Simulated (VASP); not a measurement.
## Ge: relaxation of cell and atoms with LDA

Ge:

```
Ge
1.0
     1.48805   -2.59469    0.00000
     1.48805    2.59469    0.00000
     0.00000    0.00000    4.72760
Ge
2
Direct
  0.66655 0.33345 0.75000
  0.33345 0.66655 0.25000
```

This isn't the form of Ge at room conditions, which is diamond.

```
Program                : VASP 6.6.1
Task                   : relaxation of cell and atoms
Functional             : LDA
Potentials or basis    : VASP PAW LDA potentials, release 64 (Ge_d)
Cutoff                 : 500 eV
k mesh                 : 12 × 12 × 7
Occupations            : methfessel-paxton, width 0.1 eV
Spin                   : no spin polarisation
Dipole correction      : no
Further INCAR settings : ALGO = Normal; EDIFF = 1e-07; IBRION = 2; EDIFFG = -0.02; NSW = 80; ISIF = 3
```

```
Relaxed volume                        : 17.96 Å³/atom
Relaxed cell                          : a = 3.015 Å, b = 3.015 Å, c = 4.640 Å, α = 90.00°, β = 90.00°, γ = 121.60°
Space group after relaxing (to 0.1 Å) : Cmcm (No. 63)
Energy gained by relaxing             : 4.7 meV/atom
Ionic steps                           : 11
Pressure after relaxing               : -0.1 GPa
Largest force after relaxing          : 0.017 eV/Å
Band gap on the k mesh                : zero (bands 14 and 15 overlap by 9.30 eV)
```

Forces on the atoms (eV/Å):
```
Ge   0.000  0.017  0.000
Ge   0.000 -0.017  0.000
```

Stress tensor (GPa, compression positive):
```
-0.05  0.00  0.00
 0.00  0.00  0.00
 0.00  0.00 -0.16
```

The path:
```csv
step,energy change (eV),largest force (eV/Å),pressure (GPa),volume (Å³)
1,0.0000,0.0047,-1.27,36.51
2,-0.0063,0.0073,0.26,35.75
3,-0.0063,0.0081,0.58,35.62
4,-0.0081,0.0134,0.34,35.76
5,-0.0083,0.0161,0.25,35.82
6,-0.0086,0.0143,-0.09,35.98
7,-0.0086,0.0142,-0.26,36.02
8,-0.0086,0.0149,-0.14,36.00
9,-0.0089,0.0151,-0.14,35.98
10,-0.0094,0.0173,-0.09,35.92
11,-0.0094,0.0172,-0.07,35.93
```

Final structure:
```
Ge
1.0
     1.47106   -2.63189    0.00000
     1.47106    2.63189    0.00000
     0.00000    0.00000    4.63999
Ge
2
Cartesian
  1.4711 -0.8705 3.4800
  1.4711 0.8705 1.1600
```

Levels at points of the mesh, in eV from the Fermi level:
| k point | band 10 | band 11 | band 12 | band 13 | band 14 | band 15 | band 16 | band 17 | band 18 |
| --- | --- | --- | --- | --- | --- | --- | --- | --- | --- |
| (0.00, 0.00, 0.00) | -24.77 | -13.65 | -7.44 | -5.65 | 5.93 | 6.55 | 8.14 | 8.70 | 10.31 |
| (0.50, 0.00, 0.00) | -24.76 | -8.67 | -7.32 | -2.25 | -1.20 | -0.97 | 1.40 | 1.90 | 6.06 |
| (0.50, 0.50, 0.00) | -24.76 | -9.01 | -7.55 | -2.41 | -1.32 | -1.25 | 1.19 | 2.63 | 6.74 |

Wall time 2.9 min on 1 thread of Intel(R) Xeon(R) 6975P-C (Granite Rapids), with other jobs on the host, peak memory 0.21 GiB.
